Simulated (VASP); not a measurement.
# Al (Cmcm) in VASP: a series of runs

Al is run at these levels: PBE; tasks: single point.

Program: VASP 6.6.1. These are calculated values, not measurements. Logs are shortened: lines on timing, memory, paths and dates and some standing lists are left out, and cuts for length are marked.

## 1. The cell of the first run

Symmetry: Cmcm, No. 63, orthorhombic system. Conventional cell: a = 3.235 Å, b = 4.636 Å, c = 4.636 Å, α = 90.00°, β = 90.00°, γ = 90.00°. Al (site symmetry m2m) has 14 Al at 2.81 to 3.82 Å within 3.9 Å.

## 2. Single point, PBE (atoms displaced along a vibrational mode, the cell strained)

INCAR reads:

```
  PREC = Accurate
  ENCUT = 520
  EDIFF = 1E-6
  ISMEAR = 0
  SIGMA = 0.15
  LREAL = False
  LASPH = True
  NELM = 100
  ALGO = Fast
  ISIF = 2
  LWAVE = False
  LCHARG = True
  GGA = PE
  LELF = True
  LVHAR = True
  NBANDS = 10
```

KPOINTS reads:

```
regular mesh
0
Gamma
  20 20 12
```

POSCAR reads:

```
Al
1.0
   -1.6390231263      1.6390231263      1.6175102401
    1.6390231263     -1.6390231263      1.6175102401
    3.2780462525      3.2780462525      0.0000000000
Al
2
Direct
    0.0781637664     -0.0781637664      0.0000000000
    0.4218362336      0.5781637664      0.5000000000
```

Potentials or basis: VASP PAW PBE potentials, release 64 (Al).

Started as:

```sh
> cat potpaw_PBE.64/Al/POTCAR > POTCAR
> mpirun -np 1 vasp_std > vasp.out
```

OUTCAR:

```text
PREC = Accurate
   ENCUT = 520
   EDIFF = 1E-6
   ISMEAR = 0
   LREAL = False
   LASPH = True
   NELM = 100
   ISIF = 2
   GGA = PE

 ion  position               nearest neighbor table
   1  0.078  0.922  0.000-   2 2.81   2 2.81   2 2.92   2 2.92   2 2.92   2 2.92
   2  0.422  0.578  0.500-   1 2.81   1 2.81   1 2.92   1 2.92   1 2.92   1 2.92

  LATTYP: Found a base centered orthorhombic cell.
 ALAT       =     3.2350204802
 B/A-ratio  =     1.4330226028
 C/A-ratio  =     1.4330226027

  Lattice vectors:

 A1 = (  -1.6390231263,   1.6390231263,   1.6175102401)
 A2 = (   1.6390231263,  -1.6390231263,   1.6175102401)
 A3 = (   3.2780462525,   3.2780462525,   0.0000000000)

Analysis of symmetry for initial positions (statically):
=====================================================================
 Subroutine PRICEL returns:
 Original cell was already a primitive cell.

 Routine SETGRP: Setting up the symmetry group for a
 base centered orthorhombic supercell.

 Subroutine GETGRP returns: Found  8 space group operations
 (whereof  4 operations were pure point group operations)
 out of a pool of  8 trial point group operations.

The static configuration has the point symmetry C_2v.
 The point group associated with its full space group is D_2h.

Analysis of symmetry for dynamics (positions and initial velocities):
=====================================================================
 Subroutine PRICEL returns:
 Original cell was already a primitive cell.

 Routine SETGRP: Setting up the symmetry group for a
 base centered orthorhombic supercell.

 Subroutine GETGRP returns: Found  8 space group operations
 (whereof  4 operations were pure point group operations)
 out of a pool of  8 trial point group operations.

The dynamic configuration has the point symmetry C_2v.
 The point group associated with its full space group is D_2h.

 Subroutine INISYM returns: Found  8 space group operations
 (whereof  4 operations are pure point group operations),
 and found     1 'primitive' translations

----------------------------------------------------------------------------------------

                                     Primitive cell

  volume of cell :      34.7622

  direct lattice vectors                    reciprocal lattice vectors
    -1.639023126  1.639023126  1.617510240    -0.152529880  0.152529880  0.309117054
     1.639023126 -1.639023126  1.617510240     0.152529880 -0.152529880  0.309117054
     3.278046252  3.278046252  0.000000000     0.152529880  0.152529880  0.000000000

[... 91 lines left out ...]
   POTIM  = 0.5000    time-step for ionic-motion
   TEBEG  =    0.0;   TEEND  =   0.0 temperature during run
   PSTRESS=    0.0 pullay stress
   NELECT =       6.0000    total number of electrons
   NUPDOWN=      -1.0000    fix difference up-down
   EMIN   =  10.00;   EMAX   =-10.00  energy-range for DOS
   EFERMI =   0.00;   METHOD = LEGACY
   ISMEAR =     0;   SIGMA  =   0.15  broadening in eV -4-tet -1-fermi 0-gaus
   EFERMI_NEDOS =   21; number of points for ismear=-14 and -15
   IALGO  =     68    algorithm
   IMIX   =      4    mixing-type and parameters
     AMIX     =   0.40;   BMIX     =  1.00
     AMIX_MAG =   1.60;   BMIX_MAG =  1.00
  volume/ion in A,a.u.               =      17.38       117.29
  Fermi-wavevector in a.u.,A,eV,Ry     =   0.911499  1.722483 11.304134  0.830830
  Thomas-Fermi vector in A             =   2.035785
   LORBIT       =      0    0 simple, 1 ext, 2 COOP (PROOUT), +10 PAW based schemes
   GGA     = PE    functional components
   LHFCALC =     F    Hartree Fock is set to
   AEXX    =    0.0000 exact exchange contribution
   IVDW    =     0    specifies the selected vdW correction
   LEPSILON=     F    determine dielectric tensor
   LRPA    =     F    only Hartree local field effects (RPA)
 non-spin polarized calculation
 RMM-DIIS sequential band-by-band and
 Gauss-broadening in eV      SIGMA  =   0.15
  energy-cutoff  :      520.00
  volume of cell :       34.76
 maximum number of plane-waves:       954
 NGX is ok and might be reduce to    24
   NGX = 11   NGY = 11   NGZ = 17

 number of electron       6.0000000 magnetization

 Free energy of the ion-electron system (eV)
  ---------------------------------------------------
  ext. energy  EPLUGINS =         0.00000000
  ---------------------------------------------------
  free energy    TOTEN  =        -7.36038971 eV

  energy without entropy =       -7.34996756  energy(sigma->0) =       -7.35517864

 E-fermi :   7.4144     XC(G=0): -10.0043

 val. band max:        7.4142275076   @ k =   0.5000   0.3000   0.0833
 cond. band min:       7.4152106028   @ k =   0.5000   0.4500   0.1667
 fundamental gap:      0.0009830952
 Fermi energy:         7.4144286697

 k-point     1 :       0.0000    0.0000    0.0000
  band No.  band energies     occupation
      1      -3.3244      2.00000
      2       3.2630      2.00000
      3       3.5771      2.00000
      4      15.4990      0.00000
      5      15.7271      0.00000
      6      16.9072      0.00000
      7      18.0887      0.00000
      8      20.7602      0.00000
      9      20.9923      0.00000
     10      21.4233      0.00000
[... 287 lines left out ...]
 k-point    24 :      -0.3500    0.0500    0.0000
  band No.  band energies     occupation
      1      -0.9746      2.00000
      2       5.4518      2.00000
      3       5.5655      2.00000
      4       6.1636      2.00000
      5      12.1258      0.00000
      6      12.3375      0.00000
      7      14.6184      0.00000
      8      16.5534      0.00000
      9      20.4597      0.00000
     10      20.4847      0.00000

 [... further k-points ...]

------------------------ aborting loop because EDIFF is reached ----------------------------------------

  FORCE on cell =-STRESS in cart. coord.  units (eV):
  Direction    XX          YY          ZZ          XY          YZ          ZX
  --------------------------------------------------------------------------------------
  -------------------------------------------------------------------------------------
  Total       -0.0880944     -0.0880944     -0.8379837     -0.1986678      0.0000000      0.0000000
  in kB       -4.0602407     -4.0602407    -38.6223757     -9.1565285      0.0000000      0.0000000
  external PRESSURE =     -15.5809524 kB  Pullay stress =       0.0000000 kB

 VOLUME and BASIS-vectors are now :
 -----------------------------------------------------------------------------
  energy-cutoff  :      520.00
  volume of cell :       34.76
      direct lattice vectors                 reciprocal lattice vectors
    -1.639023126  1.639023126  1.617510240    -0.152529880  0.152529880  0.309117054
     1.639023126 -1.639023126  1.617510240     0.152529880 -0.152529880  0.309117054
     3.278046252  3.278046252  0.000000000     0.152529880  0.152529880  0.000000000

 POSITION                                       TOTAL-FORCE (eV/Angst)
 -----------------------------------------------------------------------------------
      1.38280     -1.38280      1.61751         0.033722     -0.033722      0.000000
      1.89525      1.38280      1.61751        -0.033722      0.033722      0.000000
 -----------------------------------------------------------------------------------
    total drift:                               -0.000000      0.000000     -0.000000

  FREE ENERGIE OF THE ION-ELECTRON SYSTEM (eV)
  ---------------------------------------------------
  free  energy   TOTEN  =        -7.3603897136 eV

  energy  without entropy=       -7.3499675642  energy(sigma->0) =       -7.35517864
```

stdout:

```text
POSCAR found type information on POSCAR Al
 POSCAR found :  1 types and       2 ions
 scaLAPACK will be used
 LDA part: xc-table for (Slater+PW92), standard interpolation
 POSCAR, INCAR and KPOINTS ok, starting setup
 FFT: planning ... GRIDC
 FFT: planning ... GRID_SOFT
 FFT: planning ... GRID
 WAVECAR not read
 entering main loop
```

It took 94 s on 1 thread of Intel Xeon Platinum 8488C (Sapphire Rapids), shared host; peak memory 0.32 GiB.

What came out:

```yaml
Free_energy: -7.3604 eV
Pressure: -1.6 GPa
Largest_force: 0.048 eV/Å
Band_gap_on_the_k_mesh: zero (bands 3 and 4 overlap by 8.53 eV)
```

Forces on the atoms (eV/Å):
```
Al   0.034 -0.034  0.000
Al  -0.034  0.034  0.000
```

Levels at points of the mesh, in eV from the Fermi level:
```
           k point  band 1  band 2  band 3  band 4  band 5  band 6  band 7
(0.00, 0.00, 0.00)  -10.74   -4.15   -3.84    8.08    8.31    9.49   10.67
(0.50, 0.00, 0.00)   -5.84   -5.30    0.18    1.06    1.34    1.39    6.97
(0.50, 0.50, 0.00)   -4.15   -3.93    2.02    2.10    2.32    2.42    3.11
(0.00, 0.00, 0.50)   -9.03   -9.03    4.04    4.04    9.35    9.35   10.11
(0.50, 0.00, 0.50)   -4.20   -4.20   -3.61   -3.61    8.07    8.07    8.29
(0.50, 0.50, 0.50)   -2.86   -2.86   -1.81   -1.81    3.62    3.62    5.41
```

Caveat: the cell differs from its parent crystal (atoms displaced along a vibrational mode, the cell strained).

## 3. Single point, PBE (atoms displaced along a vibrational mode, the cell strained)

INCAR reads:

```
PREC     = Accurate       # precision mode
ENCUT    = 520            # plane-wave cutoff, eV
EDIFF    = 1E-7           # SCF threshold, eV
ISMEAR   = 0              # smearing method
SIGMA    = 0.15           # smearing width, eV
LREAL    = False          # projectors in reciprocal space
LASPH    = True           # aspherical terms in the spheres
NELM     = 100            # most SCF steps
ALGO     = Fast           # electronic algorithm
ISIF     = 2              # what is computed and relaxed
LWAVE    = False          # write WAVECAR
LCHARG   = False          # write CHGCAR
GGA      = PE             # functional
NBANDS   = 10             # bands
```

KPOINTS reads:

```
Automatic mesh
0
Gamma
  20 20 12
```

POSCAR reads:

```
Al
1.0
   -1.6390231263      1.6390231263      1.6175102401
    1.6390231263     -1.6390231263      1.6175102401
    3.2780462525      3.2780462525      0.0000000000
Al
2
Direct
    0.0390818832     -0.0390818832      0.0000000000
    0.4609181168      0.5390818832      0.5000000000
```

Potentials or basis: VASP PAW PBE potentials, release 64 (Al).

Started as:

```sh
> cat potpaw_PBE.64/Al/POTCAR > POTCAR
> mpirun -np 1 vasp_std > vasp.out
```

It took 1.9 min on 1 thread of Intel Xeon Platinum 8488C (Sapphire Rapids), shared host; peak memory 0.32 GiB.

The run converged. Its results:

| Property | Result |
| --- | --- |
| Free energy | -7.3316 eV |
| Pressure | -1.9 GPa |
| Largest force | 0.139 eV/Å |
| Band gap on the k mesh | zero (bands 3 and 4 overlap by 8.54 eV) |

Forces on the atoms (eV/Å):
```
Al  -0.098  0.098  0.000
Al   0.098 -0.098  0.000
```

Stress tensor (GPa, compression positive):
```
-1.52 -0.55  0.00
-0.55 -1.52  0.00
 0.00  0.00 -2.64
```

Levels at points of the mesh, in eV from the Fermi level:
| k point | band 1 | band 2 | band 3 | band 4 | band 5 | band 6 | band 7 |
| --- | --- | --- | --- | --- | --- | --- | --- |
| (0.00, 0.00, 0.00) | -10.75 | -4.15 | -3.86 | 7.99 | 8.34 | 9.73 | 10.94 |
| (0.50, 0.00, 0.00) | -5.72 | -5.45 | 0.47 | 1.06 | 1.13 | 1.27 | 7.02 |
| (0.50, 0.50, 0.00) | -4.15 | -3.89 | 1.77 | 1.85 | 2.05 | 2.85 | 3.13 |
| (0.00, 0.00, 0.50) | -9.04 | -9.04 | 4.05 | 4.05 | 9.33 | 9.33 | 9.99 |
| (0.50, 0.00, 0.50) | -4.13 | -4.13 | -3.70 | -3.70 | 7.83 | 7.83 | 8.16 |
| (0.50, 0.50, 0.50) | -2.69 | -2.69 | -2.04 | -2.04 | 3.57 | 3.57 | 5.55 |

Caveat: the cell differs from its parent crystal (atoms displaced along a vibrational mode, the cell strained).
